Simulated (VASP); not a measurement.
# F (P6_3/mmc) in VASP: a series of runs

F is run at these levels: PBE; tasks: single point, relaxation of cell and atoms.

Program: VASP 6.6.1. These are calculated values, not measurements. Logs are shortened: lines on timing, memory, paths and dates and some standing lists are left out, and cuts for length are marked.

### Step 1. The cell of the first run

The structure is hexagonal, space group P6_3/mmc (No. 194). The conventional cell has a = 2.904 Å, b = 2.904 Å, c = 2.921 Å, α = 90.00°, β = 90.00°, γ = 120.00°. Within 2.9 Å of F (site symmetry -6m2) lie 6 F at 2.22 Å.

### Step 2. Single point, PBE

INCAR

```
PREC = Accurate
ENCUT = 520
EDIFF = 1E-6
ISMEAR = -1
SIGMA = 0.08
LREAL = F
LASPH = T
NELM = 80
ALGO = Normal
ISIF = 2
LWAVE = F
LCHARG = T
GGA = PE
LELF = T
LVHAR = T
NBANDS = 14
```

KPOINTS

```
Automatic mesh
0
Gamma
  19 19 10
```

POSCAR

```
F
1.0
    2.9035854601      0.0000000000      0.0000000000
   -1.4517927301      2.5145787705      0.0000000000
    0.0000000000      0.0000000000      2.9205327537
F
2
Direct
    0.3333333333      0.6666666667      0.2500000000
    0.6666666667      0.3333333333      0.7500000000
```

Potentials or basis: VASP PAW PBE potentials, release 64 (F).

Command:

```
> cat potpaw_PBE.64/F/POTCAR > POTCAR
> mpirun -np 1 vasp_std > vasp.out
```

OUTCAR:

```text
PREC = Accurate
   ENCUT = 520
   EDIFF = 1E-6
   ISMEAR = -1
   LREAL = F
   LASPH = T
   NELM = 80
   ISIF = 2
   GGA = PE

 ion  position               nearest neighbor table
   1  0.333  0.667  0.250-
   2  0.667  0.333  0.750-

  LATTYP: Found a hexagonal cell.
 ALAT       =     2.9035854601
 C/A-ratio  =     1.0058366781

  Lattice vectors:

 A1 = (   2.9035854601,   0.0000000000,   0.0000000000)
 A2 = (  -1.4517927301,   2.5145787705,   0.0000000000)
 A3 = (   0.0000000000,   0.0000000000,   2.9205327537)

Analysis of symmetry for initial positions (statically):
=====================================================================
 Subroutine PRICEL returns:
 Original cell was already a primitive cell.

 Routine SETGRP: Setting up the symmetry group for a
 hexagonal supercell.

 Subroutine GETGRP returns: Found 24 space group operations
 (whereof 12 operations were pure point group operations)
 out of a pool of 24 trial point group operations.

The static configuration has the point symmetry D_3d.
 The point group associated with its full space group is D_6h.

Analysis of symmetry for dynamics (positions and initial velocities):
=====================================================================
 Subroutine PRICEL returns:
 Original cell was already a primitive cell.

 Routine SETGRP: Setting up the symmetry group for a
 hexagonal supercell.

 Subroutine GETGRP returns: Found 24 space group operations
 (whereof 12 operations were pure point group operations)
 out of a pool of 24 trial point group operations.

The dynamic configuration has the point symmetry D_3d.
 The point group associated with its full space group is D_6h.

 Subroutine INISYM returns: Found 24 space group operations
 (whereof 12 operations are pure point group operations),
 and found     1 'primitive' translations

----------------------------------------------------------------------------------------

                                     Primitive cell

  volume of cell :      21.3237

  direct lattice vectors                    reciprocal lattice vectors
     2.903585460  0.000000000  0.000000000     0.344401780  0.198840460  0.000000000
    -1.451792730  2.514578771  0.000000000     0.000000000  0.397680920  0.000000000
     0.000000000  0.000000000  2.920532754     0.000000000  0.000000000  0.342403282

  length of vectors
     2.903585460  2.903585460  2.920532754     0.397680920  0.397680920  0.342403282

  position of ions in fractional coordinates (direct lattice)
     0.333333333  0.666666667  0.250000000
     0.666666667  0.333333333  0.750000000

  ion indices of the primitive-cell ions
   primitive index   ion index
                 1           1
                 2           2

----------------------------------------------------------------------------------------

 KPOINTS: Automatic mesh

Automatic generation of k-mesh.
 Grid dimensions read from file:
 generate k-points for:   19   19   10

 Generating k-lattice:

  Cartesian coordinates                     Fractional coordinates (reciprocal lattice)
     0.018126409  0.010465287  0.000000000     0.052631579 -0.000000000  0.000000000
     0.000000000  0.020930575  0.000000000     0.000000000  0.052631579  0.000000000
     0.000000000  0.000000000  0.034240328     0.000000000  0.000000000  0.100000000

  Length of vectors
     0.020930575  0.020930575  0.034240328

  Shift w.r.t. Gamma in fractional coordinates (k-lattice)
     0.000000000  0.000000000  0.000000000

 Subroutine IBZKPT returns following result:
 ===========================================

 Found    240 irreducible k-points:

 Following reciprocal coordinates:
            Coordinates               Weight
  0.000000  0.000000  0.000000      1.000000
  0.052632  0.000000  0.000000      6.000000
  0.105263  0.000000  0.000000      6.000000
  0.157895  0.000000  0.000000      6.000000
  0.210526  0.000000  0.000000      6.000000
  0.263158  0.000000  0.000000      6.000000
[... 16 lines left out ...]
  0.263158  0.105263  0.000000     12.000000
  0.315789  0.105263  0.000000     12.000000
 [... further k-points ...]
   k-points           NKPTS =    240   k-points in BZ     NKDIM =    240   number of bands    NBANDS=     14
   number of dos      NEDOS =    301   number of ions     NIONS =      2
   total plane-waves  NPLWV =  13824
   dimension x,y,z NGX =    24 NGY =   24 NGZ =   24
   dimension x,y,z NGXF=    48 NGYF=   48 NGZF=   48
   ions per type =               2
   NGX,Y,Z   is equivalent  to a cutoff of  13.74, 13.74, 13.66 a.u.
   NGXF,Y,Z  is equivalent  to a cutoff of  27.48, 27.48, 27.32 a.u.
 SYSTEM =  unknown system
   PREC   = accura    normal or accurate (medium, high low for compatibility)
   ISTART =      0    job   : 0-new  1-cont  2-samecut
   ICHARG =      2    charge: 1-file 2-atom 10-const
   ISPIN  =      1    spin polarized calculation?
   LNONCOLLINEAR =      F non collinear calculations
   LSORBIT =      F    spin-orbit coupling
   LASPH  =      T    aspherical Exc in radial PAW
   ENCUT  =  520.0 eV  38.22 Ry    6.18 a.u.   5.40  5.40  5.43*2*pi/ulx,y,z
   NELM   =     80;   NELMIN=  2; NELMDL= -5     # of ELM steps
   EDIFF  = 0.1E-05   stopping-criterion for ELM
   LREAL  =      F    real-space projection
   EDIFFG = 0.1E-04   stopping-criterion for IOM
   NSW    =      0    number of steps for IOM
   IBRION =     -1    ionic relax: 0-MD 1-quasi-New 2-CG
   NFREE  =      0    steps in history (QN), initial steepest desc. (CG)
   ISIF   =      2    stress and relaxation
   ISYM   =      2    0-nonsym 1-usesym 2-fastsym
   POTIM  = 0.5000    time-step for ionic-motion
   TEBEG  =    0.0;   TEEND  =   0.0 temperature during run
   PSTRESS=    0.0 pullay stress
   NELECT =      14.0000    total number of electrons
   NUPDOWN=      -1.0000    fix difference up-down
   EMIN   =  10.00;   EMAX   =-10.00  energy-range for DOS
   EFERMI =   0.00;   METHOD = LEGACY
   ISMEAR =    -1;   SIGMA  =   0.08  broadening in eV -4-tet -1-fermi 0-gaus
   EFERMI_NEDOS =   21; number of points for ismear=-14 and -15
   IALGO  =     38    algorithm
   IMIX   =      4    mixing-type and parameters
     AMIX     =   0.40;   BMIX     =  1.00
     AMIX_MAG =   1.60;   BMIX_MAG =  1.00
  volume/ion in A,a.u.               =      10.66        71.95
  Fermi-wavevector in a.u.,A,eV,Ry     =   1.422864  2.688824 27.545583  2.024543
  Thomas-Fermi vector in A             =   2.543523
   LORBIT       =      0    0 simple, 1 ext, 2 COOP (PROOUT), +10 PAW based schemes
   GGA     = PE    functional components
[... 5 lines left out ...]
 non-spin polarized calculation
  energy-cutoff  :      520.00
  volume of cell :       21.32
 maximum number of plane-waves:       588
 NGX is ok and might be reduce to    24
   NGX = 11   NGY = 11   NGZ = 11

 number of electron      13.9999984 magnetization

 Free energy of the ion-electron system (eV)
  ---------------------------------------------------
  ext. energy  EPLUGINS =         0.00000000
  ---------------------------------------------------
  free energy    TOTEN  =        -1.96427557 eV

  energy without entropy =       -1.87616962  energy(sigma->0) =       -1.92022259

 E-fermi :  -3.4585     XC(G=0):  -9.8834

 val. band max:       -3.4596961952   @ k =   0.1579   0.1579   0.1000
 cond. band min:      -3.4499631889   @ k =   0.1053   0.0526   0.3000
 fundamental gap:      0.0097330063
 Fermi energy:        -3.4584947409

 k-point     1 :       0.0000    0.0000    0.0000
  band No.  band energies     occupation
      1     -25.5841      2.00000
      2     -22.6211      2.00000
      3      -6.5779      2.00000
      4      -5.3796      2.00000
      5      -5.3796      2.00000
      6      -3.6497      1.83215
      7      -3.6497      1.83215
      8      -3.0159      0.00788
      9       9.0235      0.00000
     10      16.3351      0.00000
     11      22.9112      0.00000
     12      22.9112      0.00000
     13      25.1517      0.00000
     14      26.3500      0.00000

 k-point     2 :       0.0526    0.0000    0.0000
  band No.  band energies     occupation
      1     -25.5634      2.00000
      2     -22.6348      2.00000
      3      -6.5561      2.00000
      4      -5.4075      2.00000
      5      -5.4061      2.00000
      6      -3.6892      1.89412
      7      -3.6319      1.79467
      8      -3.0376      0.01033
      9       9.1202      0.00000
     10      16.3976      0.00000
     11      22.3263      0.00000
     12      22.9788      0.00000
     13      25.1068      0.00000
     14      27.0482      0.00000

 k-point     3 :       0.1053    0.0000    0.0000
  band No.  band energies     occupation
      1     -25.5016      2.00000
      2     -22.6766      2.00000
      3      -6.4913      2.00000
      4      -5.4860      2.00000
      5      -5.4849      2.00000
      6      -3.7966      1.97122
      7      -3.5839      1.65492
      8      -3.1020      0.02296
      9       9.3997      0.00000
     10      16.5760      0.00000
     11      21.2159      0.00000
     12      23.1748      0.00000
     13      24.9729      0.00000
     14      27.8038      0.00000
[... 324 lines left out ...]
 k-point    23 :       0.2632    0.1053    0.0000
  band No.  band energies     occupation
      1     -24.8750      2.00000
      2     -23.1416      2.00000
      3      -6.4148      2.00000
      4      -5.8242      2.00000
      5      -5.8184      2.00000
      6      -4.3881      1.99998
      7      -3.7640      1.95702
      8      -3.3347      0.35085
      9      11.7609      0.00000
     10      17.2949      0.00000
     11      17.8437      0.00000
     12      23.5107      0.00000
     13      24.3510      0.00000
     14      26.9031      0.00000

 k-point    24 :       0.3158    0.1053    0.0000
  band No.  band energies     occupation
      1     -24.6910      2.00000
      2     -23.2917      2.00000
      3      -6.6122      2.00000
      4      -5.8687      2.00000
      5      -5.6249      2.00000
      6      -4.4783      1.99999
      7      -3.9616      1.99629
      8      -3.2978      0.23668
      9      12.2975      0.00000
     10      16.7922      0.00000
     11      17.9896      0.00000
     12      23.1798      0.00000
     13      24.6972      0.00000
     14      26.8327      0.00000

 [... further k-points ...]

------------------------ aborting loop because EDIFF is reached ----------------------------------------

  FORCE on cell =-STRESS in cart. coord.  units (eV):
  Direction    XX          YY          ZZ          XY          YZ          ZX
  --------------------------------------------------------------------------------------
  -------------------------------------------------------------------------------------
  Total       -0.0914091     -0.0914091     -0.0996543      0.0000000      0.0000000      0.0000000
  in kB       -6.8681243     -6.8681243     -7.4876388      0.0000000      0.0000000      0.0000000
  external PRESSURE =      -7.0746291 kB  Pullay stress =       0.0000000 kB

 VOLUME and BASIS-vectors are now :
 -----------------------------------------------------------------------------
  energy-cutoff  :      520.00
  volume of cell :       21.32
      direct lattice vectors                 reciprocal lattice vectors
     2.903585460  0.000000000  0.000000000     0.344401780  0.198840460  0.000000000
    -1.451792730  2.514578771  0.000000000     0.000000000  0.397680920  0.000000000
     0.000000000  0.000000000  2.920532754     0.000000000  0.000000000  0.342403282

 POSITION                                       TOTAL-FORCE (eV/Angst)
 -----------------------------------------------------------------------------------
     -0.00000      1.67639      0.73013        -0.000000     -0.000000      0.000000
      1.45179      0.83819      2.19040         0.000000      0.000000      0.000000
 -----------------------------------------------------------------------------------
    total drift:                               -0.000000      0.000000     -0.000000

  FREE ENERGIE OF THE ION-ELECTRON SYSTEM (eV)
  ---------------------------------------------------
  free  energy   TOTEN  =        -1.9642755669 eV

  energy  without entropy=       -1.8761696206  energy(sigma->0) =       -1.92022259
```

It took 70 s on 1 thread of Oxide Virtual Turin-like, shared host; peak memory 0.13 GiB.

What came out:

```
Free energy            : -1.9643 eV
Pressure               : -0.7 GPa
Band gap on the k mesh : zero (band 7 reaches -2.96 eV, above the bottom of band 8 at -4.47 eV)
```

Levels at points of the mesh, in eV from the Fermi level:
| k point | band 4 | band 5 | band 6 | band 7 | band 8 | band 9 | band 10 | band 11 |
| --- | --- | --- | --- | --- | --- | --- | --- | --- |
| (0.00, 0.00, 0.00) | -1.92 | -1.92 | -0.19 | -0.19 | 0.44 | 12.48 | 19.79 | 26.37 |
| (0.00, 0.00, 0.50) | -1.99 | -1.01 | -1.01 | -1.01 | -1.01 | 16.76 | 16.76 | 27.07 |

### Step 3. Relaxation of cell and atoms, PBE

This run uses another cell than the first one, of 11.12 Å³/atom, 1.043 times its volume.

INCAR

```
SYSTEM = F
ALGO = Normal
EDIFF = 1E-6
EDIFFG = -0.005
ENCUT = 600
GGA = PE
IBRION = 2
ISIF = 3
ISMEAR = -1
LASPH = .True.
LCHARG = .False.
LREAL = .False.
LWAVE = .False.
NELM = 80
NSW = 100
PREC = Accurate
SIGMA = 0.08
```

KPOINTS

```
k-points
0
Gamma
  19 19 10
  0 0 0
```

POSCAR

```
F
1.0
    2.5123336524      0.0000000000      0.0000000000
   -1.2561668262      2.1757447658      0.0000000000
    0.0000000000      0.0000000000      4.0699805169
F
2
Direct
    0.3333333333      0.6666666667      0.2500000000
    0.6666666667      0.3333333333      0.7500000000
```

Potentials or basis: VASP PAW PBE potentials, release 64 (F).

Command:

```
> cat potpaw_PBE.64/F/POTCAR > POTCAR
> mpirun -np 1 vasp_std > vasp.out
```

It took 20 min on 1 thread of Oxide Virtual Turin-like, shared host; peak memory 0.16 GiB.

The run converged. Its results:

| Quantity | Value |
| --- | --- |
| Free energy | -1.9545 eV |
| Relaxed volume | 10.32 Å³/atom |
| Relaxed cell | a = 2.839 Å, b = 2.839 Å, c = 2.957 Å, α = 90.00°, β = 90.00°, γ = 120.00° |
| Space group after relaxing (to 0.05 Å) | P6_3/mmc (No. 194) |
| Energy gained by relaxing | 199.4 meV/atom |
| Ionic steps | 27 |
| Pressure after relaxing | 0.1 GPa |
| Band gap on the k mesh | zero (band 7 reaches -2.67 eV, above the bottom of band 8 at -4.18 eV) |

The path:
| step | energy change (eV) | largest force (eV/Å) | pressure (GPa) | volume (Å³) |
| --- | --- | --- | --- | --- |
| 1 | 0.0000 | 0.0000 | -3.35 | 22.25 |
| 2 | -0.0139 | 0.0000 | -2.32 | 21.51 |
| 3 | -0.0244 | 0.0000 | -0.19 | 20.41 |
| 4 | -0.0247 | 0.0000 | 0.35 | 20.19 |
| 5 | -0.0299 | 0.0000 | 0.57 | 20.09 |
| 6 | -0.0602 | 0.0000 | 1.20 | 19.79 |
| 7 | -0.1656 | 0.0000 | 3.11 | 19.10 |
| 8 | -0.2587 | 0.0000 | 15.28 | 17.43 |
| 9 | -0.2782 | 0.0000 | 10.30 | 17.93 |
| 10 | -0.2770 | 0.0000 | 11.79 | 17.76 |
| 11 | -0.2774 | 0.0000 | 11.86 | 17.76 |
| 12 | -0.2787 | 0.0000 | 12.05 | 17.75 |
| 13 | -0.2806 | 0.0000 | 12.46 | 17.73 |
| 14 | -0.2813 | 0.0000 | 13.35 | 17.69 |
| 15 | -0.2842 | 0.0000 | 13.15 | 17.72 |
| 16 | -0.2927 | 0.0000 | 12.57 | 17.82 |
| 17 | -0.3085 | 0.0000 | 11.43 | 18.02 |
| 18 | -0.3359 | 0.0000 | 9.36 | 18.42 |
| 19 | -0.3749 | 0.0000 | 5.64 | 19.24 |
| 20 | -0.3933 | 0.0000 | -0.68 | 20.91 |
| 21 | -0.3961 | 0.0000 | 0.95 | 20.45 |
| 22 | -0.3961 | 0.0000 | 0.74 | 20.50 |
| 23 | -0.3967 | 0.0000 | 0.68 | 20.52 |
| 24 | -0.3980 | 0.0000 | 0.45 | 20.56 |
| 25 | -0.3987 | 0.0000 | 0.03 | 20.64 |
| 26 | -0.3988 | 0.0000 | 0.13 | 20.62 |
| 27 | -0.3988 | 0.0000 | 0.07 | 20.64 |

Final structure:
```
F
1.0
     2.83906    0.00000    0.00000
    -1.41953    2.45870    0.00000
     0.00000    0.00000    2.95678
F
2
Direct
  0.33333 0.66667 0.25000
  0.66667 0.33333 0.75000
```

Levels at points of the mesh, in eV from the Fermi level:
| k point | band 3 | band 4 | band 5 | band 6 | band 7 | band 8 | band 9 | band 10 | band 11 |
| --- | --- | --- | --- | --- | --- | --- | --- | --- | --- |
| (0.00, 0.00, 0.00) | -3.40 | -1.86 | -1.86 | -0.17 | -0.17 | 0.50 | 12.75 | 19.72 | 27.01 |
| (0.00, 0.00, 0.50) | -2.01 | -2.01 | -0.98 | -0.98 | -0.98 | -0.98 | 16.88 | 16.88 | 27.65 |
